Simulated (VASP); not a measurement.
# BaTe in VASP: a series of runs

The runs below take BaTe through single point, with PBE.

Everything below comes from runs of VASP 6.6.1. Logs are shortened: lines on timing, memory, paths and dates and some standing lists are left out, and cuts for length are marked.

**1. The cell of the first run**

It takes space group P6_3/mmc (No. 194, hexagonal). Conventional cell: a = 4.942 Å, b = 4.942 Å, c = 16.802 Å, α = 90.00°, β = 90.00°, γ = 120.00°. Ba (site symmetry 3m) has 6 Te at 3.52 to 3.56 Å and 1 Ba at 4.27 Å within 4.6 Å. Te (site symmetry -3m) has 6 Ba at 3.52 Å within 4.6 Å. Te (site symmetry -6m2) has 6 Ba at 3.56 Å within 4.7 Å.

**2. Single point, PBE**

INCAR

```
PREC     = Accurate       # precision mode
ENCUT    = 520            # plane-wave cutoff, eV
EDIFF    = 1E-7           # SCF threshold, eV
ISMEAR   = 0              # smearing method
SIGMA    = 0.1            # smearing width, eV
LREAL    = False          # projectors in reciprocal space
LASPH    = True           # aspherical terms in the spheres
NELM     = 100            # most SCF steps
ALGO     = Normal         # electronic algorithm
ISIF     = 2              # what is computed and relaxed
LWAVE    = False          # write WAVECAR
LCHARG   = False          # write CHGCAR
GGA      = PE             # functional
NBANDS   = 42             # bands
```

KPOINTS

```
Automatic mesh
0
Gamma
  3 3 1
```

POSCAR

```
BaTe
1.0
    4.9416166450      0.0000000029      0.0000000000
   -2.4708083250      4.2795655489      0.0000000000
    0.0000000000      0.0000000000     16.8018284359
Ba Te
4 4
Direct
    0.6666666667      0.3333333333      0.8771428208
    0.3333333333      0.6666666667      0.1228571792
    0.3333333333      0.6666666667      0.3771428208
    0.6666666667      0.3333333333      0.6228571792
    0.0000000000      0.0000000000      0.0000000000
    0.0000000000      0.0000000000      0.5000000000
    0.6666666667      0.3333333333      0.2500000000
    0.3333333333      0.6666666667      0.7500000000
```

Potentials or basis: VASP PAW PBE potentials, release 64 (Ba_sv, Te).

Run with:

```sh
> cat potpaw_PBE.64/Ba_sv/POTCAR potpaw_PBE.64/Te/POTCAR > POTCAR
> mpirun -np 1 vasp_std > vasp.out
```

OUTCAR:

```text
PREC = Accurate
   ENCUT = 520
   EDIFF = 1E-7
   ISMEAR = 0
   LREAL = False
   LASPH = True
   NELM = 100
   ISIF = 2
   GGA = PE

 ion  position               nearest neighbor table
   1  0.667  0.333  0.877-   5 3.52   5 3.52   5 3.52   8 3.56   8 3.56   8 3.56   4 4.27
   2  0.333  0.667  0.123-   5 3.52   5 3.52   5 3.52   7 3.56   7 3.56   7 3.56   3 4.27
   3  0.333  0.667  0.377-   6 3.52   6 3.52   6 3.52   7 3.56   7 3.56   7 3.56   2 4.27
   4  0.667  0.333  0.623-   6 3.52   6 3.52   6 3.52   8 3.56   8 3.56   8 3.56   1 4.27
   5  0.000  0.000  0.000-   1 3.52   2 3.52   1 3.52   2 3.52   1 3.52   2 3.52
   6  0.000  0.000  0.500-   3 3.52   4 3.52   4 3.52   3 3.52   4 3.52   3 3.52
   7  0.667  0.333  0.250-   2 3.56   3 3.56   2 3.56   3 3.56   2 3.56   3 3.56
   8  0.333  0.667  0.750-   1 3.56   4 3.56   1 3.56   4 3.56   1 3.56   4 3.56

  LATTYP: Found a hexagonal cell.
 ALAT       =     4.9416166450
 C/A-ratio  =     3.4000671527

  Lattice vectors:

 A1 = (   4.9416166450,   0.0000000029,   0.0000000000)
 A2 = (  -2.4708083250,   4.2795655489,   0.0000000000)
 A3 = (   0.0000000000,   0.0000000000,  16.8018284359)

Analysis of symmetry for initial positions (statically):
=====================================================================
 Subroutine PRICEL returns:
 Original cell was already a primitive cell.

 Routine SETGRP: Setting up the symmetry group for a
 hexagonal supercell.

 Subroutine GETGRP returns: Found 24 space group operations
 (whereof 12 operations were pure point group operations)
 out of a pool of 24 trial point group operations.

The static configuration has the point symmetry D_3d.
 The point group associated with its full space group is D_6h.

Analysis of symmetry for dynamics (positions and initial velocities):
=====================================================================
 Subroutine PRICEL returns:
 Original cell was already a primitive cell.

 Routine SETGRP: Setting up the symmetry group for a
 hexagonal supercell.

 Subroutine GETGRP returns: Found 24 space group operations
 (whereof 12 operations were pure point group operations)
 out of a pool of 24 trial point group operations.

The dynamic configuration has the point symmetry D_3d.
 The point group associated with its full space group is D_6h.

 Subroutine INISYM returns: Found 24 space group operations
 (whereof 12 operations are pure point group operations),
 and found     1 'primitive' translations

----------------------------------------------------------------------------------------

                                     Primitive cell

  volume of cell :     355.3246

  direct lattice vectors                    reciprocal lattice vectors
     4.941616645  0.000000003  0.000000000     0.202362925  0.116834290  0.000000000
    -2.470808325  4.279565549  0.000000000    -0.000000000  0.233668579  0.000000000
     0.000000000  0.000000000 16.801828436     0.000000000  0.000000000  0.059517332

  length of vectors
     4.941616645  4.941616645 16.801828436     0.233668579  0.233668579  0.059517332

  position of ions in fractional coordinates (direct lattice)
     0.666666667  0.333333333  0.877142821
     0.333333333  0.666666667  0.122857179
     0.333333333  0.666666667  0.377142821
     0.666666667  0.333333333  0.622857179
     0.000000000  0.000000000  0.000000000
     0.000000000  0.000000000  0.500000000
     0.666666667  0.333333333  0.250000000
     0.333333333  0.666666667  0.750000000

  ion indices of the primitive-cell ions
   primitive index   ion index
                 1           1
                 2           2
                 3           3
                 4           4
                 5           5
                 6           6
                 7           7
                 8           8

----------------------------------------------------------------------------------------

 KPOINTS: Automatic mesh

Automatic generation of k-mesh.
 Grid dimensions read from file:
 generate k-points for:    3    3    1

 Generating k-lattice:

  Cartesian coordinates                     Fractional coordinates (reciprocal lattice)
     0.067454308  0.038944763  0.000000000     0.333333333  0.000000000  0.000000000
    -0.000000000  0.077889526  0.000000000    -0.000000000  0.333333333  0.000000000
     0.000000000  0.000000000  0.059517332     0.000000000  0.000000000  1.000000000

  Length of vectors
     0.077889526  0.077889526  0.059517332

  Shift w.r.t. Gamma in fractional coordinates (k-lattice)
     0.000000000  0.000000000  0.000000000

 Subroutine IBZKPT returns following result:
 ===========================================

 Found      3 irreducible k-points:

 Following reciprocal coordinates:
            Coordinates               Weight
  0.000000  0.000000  0.000000      1.000000
  0.333333 -0.000000  0.000000      6.000000
  0.333333  0.333333  0.000000      2.000000
   k-points           NKPTS =      3   k-points in BZ     NKDIM =      3   number of bands    NBANDS=     42
   number of dos      NEDOS =    301   number of ions     NIONS =      8
   total plane-waves  NPLWV = 201600
   dimension x,y,z NGX =    40 NGY =   40 NGZ =  126
   dimension x,y,z NGXF=    80 NGYF=   80 NGZF=  252
   ions per type =               4   4
   NGX,Y,Z   is equivalent  to a cutoff of  13.46, 13.46, 12.47 a.u.
   NGXF,Y,Z  is equivalent  to a cutoff of  26.91, 26.91, 24.93 a.u.
 SYSTEM =  unknown system
   PREC   = accura    normal or accurate (medium, high low for compatibility)
   ISTART =      0    job   : 0-new  1-cont  2-samecut
   ICHARG =      2    charge: 1-file 2-atom 10-const
   ISPIN  =      1    spin polarized calculation?
   LNONCOLLINEAR =      F non collinear calculations
   LSORBIT =      F    spin-orbit coupling
   LASPH  =      T    aspherical Exc in radial PAW
   ENCUT  =  520.0 eV  38.22 Ry    6.18 a.u.   9.19  9.19 31.24*2*pi/ulx,y,z
   NELM   =    100;   NELMIN=  2; NELMDL= -5     # of ELM steps
   EDIFF  = 0.1E-06   stopping-criterion for ELM
   LREAL  =      F    real-space projection
   EDIFFG = 0.1E-05   stopping-criterion for IOM
   NSW    =      0    number of steps for IOM
   IBRION =     -1    ionic relax: 0-MD 1-quasi-New 2-CG
   NFREE  =      0    steps in history (QN), initial steepest desc. (CG)
   ISIF   =      2    stress and relaxation
   ISYM   =      2    0-nonsym 1-usesym 2-fastsym
   POTIM  = 0.5000    time-step for ionic-motion
   TEBEG  =    0.0;   TEEND  =   0.0 temperature during run
   PSTRESS=    0.0 pullay stress
   NELECT =      64.0000    total number of electrons
   NUPDOWN=      -1.0000    fix difference up-down
   EMIN   =  10.00;   EMAX   =-10.00  energy-range for DOS
   EFERMI =   0.00;   METHOD = LEGACY
   ISMEAR =     0;   SIGMA  =   0.10  broadening in eV -4-tet -1-fermi 0-gaus
   EFERMI_NEDOS =   21; number of points for ismear=-14 and -15
   IALGO  =     38    algorithm
   IMIX   =      4    mixing-type and parameters
     AMIX     =   0.40;   BMIX     =  1.00
     AMIX_MAG =   1.60;   BMIX_MAG =  1.00
  volume/ion in A,a.u.               =      44.42       299.73
  Fermi-wavevector in a.u.,A,eV,Ry     =   0.924541  1.747130 11.629946  0.854777
  Thomas-Fermi vector in A             =   2.050298
   LORBIT       =      0    0 simple, 1 ext, 2 COOP (PROOUT), +10 PAW based schemes
   GGA     = PE    functional components
   LHFCALC =     F    Hartree Fock is set to
   AEXX    =    0.0000 exact exchange contribution
   IVDW    =     0    specifies the selected vdW correction
   LEPSILON=     F    determine dielectric tensor
   LRPA    =     F    only Hartree local field effects (RPA)
 non-spin polarized calculation
 Gauss-broadening in eV      SIGMA  =   0.10
  energy-cutoff  :      520.00
  volume of cell :      355.32
 maximum number of plane-waves:      9592
 NGX is ok and might be reduce to    40
   NGX = 19   NGY = 19   NGZ = 63

 number of electron      63.9999998 magnetization

 Free energy of the ion-electron system (eV)
  ---------------------------------------------------
  ext. energy  EPLUGINS =         0.00000000
  ---------------------------------------------------
  free energy    TOTEN  =       -34.11843438 eV

  energy without entropy =      -34.11843438  energy(sigma->0) =      -34.11843438

 E-fermi :   2.6551     XC(G=0):  -8.0893

 val. band max:        2.1430680848   @ k =   0.0000   0.0000   0.0000
 cond. band min:       3.9705460960   @ k =   0.3333  -0.0000   0.0000
 fundamental gap:      1.8274780112
 Fermi energy:         2.6550993721

 k-point     1 :       0.0000    0.0000    0.0000
  band No.  band energies     occupation
      1     -25.1033      2.00000
      2     -25.0979      2.00000
      3     -25.0906      2.00000
      4     -25.0851      2.00000
      5     -10.6608      2.00000
      6     -10.4887      2.00000
[... 34 lines left out ...]
     41       5.8302      0.00000
     42       5.8316      0.00000

 k-point     2 :       0.3333   -0.0000    0.0000
  band No.  band energies     occupation
      1     -25.0957      2.00000
      2     -25.0926      2.00000
      3     -25.0833      2.00000
      4     -25.0802      2.00000
      5     -10.5523      2.00000
      6     -10.4907      2.00000
[... 34 lines left out ...]
     41       6.2681      0.00000
     42       6.4577      0.00000

 k-point     3 :       0.3333    0.3333    0.0000
  band No.  band energies     occupation
      1     -25.0909      2.00000
      2     -25.0909      2.00000
      3     -25.0787      2.00000
      4     -25.0787      2.00000
      5     -10.4801      2.00000
      6     -10.4593      2.00000
[... 34 lines left out ...]
     41       6.1209      0.00000
     42       6.6527      0.00000

------------------------ aborting loop because EDIFF is reached ----------------------------------------

  FORCE on cell =-STRESS in cart. coord.  units (eV):
  Direction    XX          YY          ZZ          XY          YZ          ZX
  --------------------------------------------------------------------------------------
  -------------------------------------------------------------------------------------
  Total        0.9614466      0.9614466      0.6158543      0.0000000      0.0000000      0.0000000
  in kB        4.3352131      4.3352131      2.7769192      0.0000000      0.0000000      0.0000000
  external PRESSURE =       3.8157818 kB  Pullay stress =       0.0000000 kB

 VOLUME and BASIS-vectors are now :
 -----------------------------------------------------------------------------
  energy-cutoff  :      520.00
  volume of cell :      355.32
      direct lattice vectors                 reciprocal lattice vectors
     4.941616645  0.000000003  0.000000000     0.202362925  0.116834290  0.000000000
    -2.470808325  4.279565549  0.000000000    -0.000000000  0.233668579  0.000000000
     0.000000000  0.000000000 16.801828436     0.000000000  0.000000000  0.059517332

 POSITION                                       TOTAL-FORCE (eV/Angst)
 -----------------------------------------------------------------------------------
      2.47081      1.42652     14.73760        -0.000000      0.000000     -0.000204
     -0.00000      2.85304      2.06423         0.000000     -0.000000      0.000204
     -0.00000      2.85304      6.33669         0.000000     -0.000000     -0.000204
      2.47081      1.42652     10.46514        -0.000000      0.000000      0.000204
      0.00000      0.00000      0.00000         0.000000     -0.000000      0.000000
      0.00000      0.00000      8.40091         0.000000     -0.000000      0.000000
      2.47081      1.42652      4.20046        -0.000000      0.000000      0.000000
     -0.00000      2.85304     12.60137         0.000000     -0.000000      0.000000
 -----------------------------------------------------------------------------------
    total drift:                                0.000000     -0.000000      0.000000

  FREE ENERGIE OF THE ION-ELECTRON SYSTEM (eV)
  ---------------------------------------------------
  free  energy   TOTEN  =       -34.1184343770 eV

  energy  without entropy=      -34.1184343770  energy(sigma->0) =      -34.11843438
```

It took 78 s on 1 thread of Oxide Virtual Turin-like, shared host; peak memory 0.43 GiB.

What came out:

```
Free energy            : -34.1184 eV
Pressure               : 0.4 GPa
Band gap on the k mesh : 1.83 eV (least direct gap 2.18 eV)
```

Stress tensor (GPa, compression positive):
```
0.43 0.00 0.00
0.00 0.43 0.00
0.00 0.00 0.28
```

Caveat: the k points lie up to 0.49 Å⁻¹ apart; spin-orbit coupling is left out, which moves the levels of the heavy elements. A k mesh can miss the band edges.

**3. Single point, PBE**

This run uses another cell than the first one, of 44.54 Å³/atom.

INCAR

```
  PREC = Accurate
  ENCUT = 520
  EDIFF = 1E-7
  ISMEAR = 0
  SIGMA = 0.1
  LREAL = F
  LASPH = T
  NELM = 60
  ALGO = Normal
  ISIF = 2
  LWAVE = F
  LCHARG = F
  GGA = PE
  NBANDS = 42
```

KPOINTS

```
regular mesh
0
Gamma
  3 3 1
```

POSCAR

```
BaTe
1.0
    4.9557336751      0.0009028084     -0.0000617250
   -2.4771058626      4.2914314200      0.0001834093
   -0.0003140225     -0.0000983093     16.7509113575
Ba Te
4 4
Direct
    0.6668851840      0.3338191131      0.8772331258
    0.3338445088      0.6669747699      0.1228767832
    0.3331517032      0.6663795984      0.3771771234
    0.6660710750      0.3327979074      0.6228777661
    0.0004892610      0.0004373326     -0.0000296938
   -0.0003567766     -0.0004210733      0.4999822114
    0.6668750098      0.3333928950      0.2499478998
    0.3330400350      0.6666194570      0.7499347840
```

Potentials or basis: VASP PAW PBE potentials, release 64 (Ba_sv, Te).

Run with:

```sh
> cat potpaw_PBE.64/Ba_sv/POTCAR potpaw_PBE.64/Te/POTCAR > POTCAR
> mpirun -np 1 vasp_std > vasp.out
```

Wall time 2.3 min (1 thread of Oxide Virtual Turin-like, shared host); peak memory 0.44 GiB.

It converged, with:

```yaml
Free_energy: -34.1211 eV
Pressure: 0.3 GPa
Largest_force: 0.009 eV/Å
Band_gap_on_the_k_mesh: 1.84 eV (least direct gap 2.18 eV)
```

Forces in eV/Å, atoms in the order of the input:
```
Ba   0.001 -0.002  0.001
Ba  -0.001  0.000 -0.009
Ba   0.000  0.000  0.007
Ba   0.001  0.002 -0.009
Te  -0.002 -0.001  0.003
Te   0.000  0.001  0.000
Te   0.000  0.000  0.002
Te   0.001  0.000  0.005
```

Levels at points of the mesh, in eV from the valence-band top:
| k point | band 29 | band 30 | band 31 | band 32 | band 33 | band 34 | band 35 | band 36 |
| --- | --- | --- | --- | --- | --- | --- | --- | --- |
| (0.00, 0.00, 0.00) | -0.50 | -0.13 | 0.00 | 0.00 | 2.25 | 2.73 | 2.75 | 2.99 |

Caveat: the k points lie up to 0.49 Å⁻¹ apart; spin-orbit coupling is left out, which moves the levels of the heavy elements. A k mesh can miss the band edges.

**4. Single point, PBE**

This run uses another cell than the first one, of 47.85 Å³/atom.

INCAR

```
PREC = Accurate
ENCUT = 520
EDIFF = 1E-7
ISMEAR = 0
SIGMA = 0.1
LREAL = F
LASPH = T
NELM = 60
ALGO = Normal
ISIF = 2
LWAVE = F
LCHARG = F
GGA = PE
NBANDS = 42
```

KPOINTS

```
Automatic mesh
0
Gamma
  6 6 1
```

POSCAR

```
BaTe
1.0
    4.8678477300      0.0000000000      0.0000000000
   -2.4339238700      4.2156798000      0.0000000000
    0.0000000000      0.0000000000     18.6549889600
Ba Te
4 4
Direct
    0.6666666700      0.3333333300      0.8771510100
    0.3333333300      0.6666666700      0.1228489900
    0.3333333300      0.6666666700      0.3771510100
    0.6666666700      0.3333333300      0.6228489900
    0.0000000000      0.0000000000      0.0000000000
    0.0000000000      0.0000000000      0.5000000000
    0.6666666700      0.3333333300      0.2500000000
    0.3333333300      0.6666666700      0.7500000000
```

Run with:

```sh
> cat potpaw_PBE.64/Ba_sv/POTCAR potpaw_PBE.64/Te/POTCAR > POTCAR
> mpirun -np 1 vasp_std > vasp.out
```

Run time: 3 min. Hardware: 1 thread of Oxide Virtual Turin-like, shared host; peak memory 0.44 GiB.

Results (log left out):

- Free energy: -33.6809 eV
- Pressure: -1.8 GPa
- Largest force: 0.102 eV/Å
- Band gap on the k mesh: 1.49 eV

Forces in eV/Å, atoms in the order of the input:
```
Ba   0.000  0.000 -0.102
Ba   0.000  0.000  0.102
Ba   0.000  0.000 -0.102
Ba   0.000  0.000  0.102
Te   0.000  0.000  0.000
Te   0.000  0.000  0.000
Te   0.000  0.000  0.000
Te   0.000  0.000  0.000
```

Stress tensor (GPa, compression positive):
```
-0.41  0.00  0.00
 0.00 -0.41  0.00
 0.00  0.00 -4.69
```

Levels at points of the mesh, in eV from the valence-band top:
```csv
k point,band 30,band 31,band 32,band 33,band 34,band 35
"(0.00, 0.00, 0.00)",-0.31,0.00,0.00,1.49,2.56,2.60
"(0.50, 0.00, 0.00)",-0.85,-0.59,-0.37,1.51,1.78,2.37
```

Caveat: spin-orbit coupling is left out, which moves the levels of the heavy elements.

**5. Single point, PBE**

INCAR

```
  PREC = Accurate
  ENCUT = 520
  EDIFF = 1E-7
  ISMEAR = 0
  SIGMA = 0.02
  LREAL = F
  LASPH = T
  NELM = 60
  ALGO = Normal
  ISIF = 2
  LWAVE = F
  LCHARG = F
  GGA = PE
  NBANDS = 42
```

KPOINTS

```
regular mesh
0
Gamma
  6 6 2
```

POSCAR

```
BaTe
1.0
    4.9416166450      0.0000000029      0.0000000000
   -2.4708083250      4.2795655489      0.0000000000
    0.0000000000      0.0000000000     16.8018284359
Ba Te
4 4
Direct
    0.6666666667      0.3333333333      0.8771428208
    0.3333333333      0.6666666667      0.1228571792
    0.3333333333      0.6666666667      0.3771428208
    0.6666666667      0.3333333333      0.6228571792
    0.0000000000      0.0000000000      0.0000000000
    0.0000000000      0.0000000000      0.5000000000
    0.6666666667      0.3333333333      0.2500000000
    0.3333333333      0.6666666667      0.7500000000
```

Run with:

```sh
> cat potpaw_PBE.64/Ba_sv/POTCAR potpaw_PBE.64/Te/POTCAR > POTCAR
> mpirun -np 1 vasp_std > vasp.out
```

Wall time 6 min (1 thread of Oxide Virtual Turin-like, shared host); peak memory 0.51 GiB.

The run converged. Its results:

```yaml
Free_energy: -34.2084 eV
Pressure: 0.3 GPa
Largest_force: 0.005 eV/Å
Band_gap_on_the_k_mesh: 1.64 eV (least direct gap 2.01 eV)
```

Forces in eV/Å, atoms in the order of the input:
```
Ba   0.000  0.000  0.005
Ba   0.000  0.000 -0.005
Ba   0.000  0.000  0.005
Ba   0.000  0.000 -0.005
Te   0.000  0.000  0.000
Te   0.000  0.000  0.000
Te   0.000  0.000  0.000
Te   0.000  0.000  0.000
```

Levels at points of the mesh, in eV from the valence-band top:
```
           k point  band 29  band 30  band 31  band 32  band 33  band 34  band 35  band 36
(0.00, 0.00, 0.00)    -0.49    -0.15     0.00     0.00     2.23     2.74     2.76     3.01
(0.50, 0.00, 0.00)    -0.81    -0.67    -0.66    -0.37     1.64     2.23     2.75     3.89
(0.00, 0.00, 0.50)    -0.20    -0.20    -0.20    -0.20     2.48     2.48     3.13     3.13
(0.50, 0.00, 0.50)    -0.72    -0.72    -0.49    -0.49     1.85     1.85     3.30     3.30
```

Caveat: spin-orbit coupling is left out, which moves the levels of the heavy elements. A k mesh can miss the band edges.

**6. Summary**

```csv
cell,k mesh,smearing,gap on the mesh (eV),pressure (GPa),largest force (eV/Å)
"a = 4.942, b = 4.942, c = 16.802 Å, angles 90.0, 90.0, 120.0°, 8 atoms, atomic positions A",3 × 3 × 1,gaussian 0.1 eV,1.83,0.4,-
"a = 4.956, b = 4.955, c = 16.751 Å, angles 90.0, 90.0, 120.0°, 8 atoms, atomic positions B",3 × 3 × 1,gaussian 0.1 eV,1.84,0.3,0.01
"a = 4.868, b = 4.868, c = 18.655 Å, angles 90.0, 90.0, 120.0°, 8 atoms, atomic positions A",6 × 6 × 1,gaussian 0.1 eV,1.49,-1.8,0.10
"a = 4.942, b = 4.942, c = 16.802 Å, angles 90.0, 90.0, 120.0°, 8 atoms, atomic positions A",6 × 6 × 2,gaussian 0.02 eV,1.64,0.3,-
```

Alike in all rows: task single point; level PBE; potentials or basis VASP PAW PBE potentials, release 64 (Ba_sv, Te); no spin polarisation; cutoff (eV) 520.

Caveats: some runs use coarse meshes; spin-orbit coupling is left out, which moves the levels of the heavy elements.

Total energies depend on the potentials used, so only differences within one code and one set of settings carry meaning.
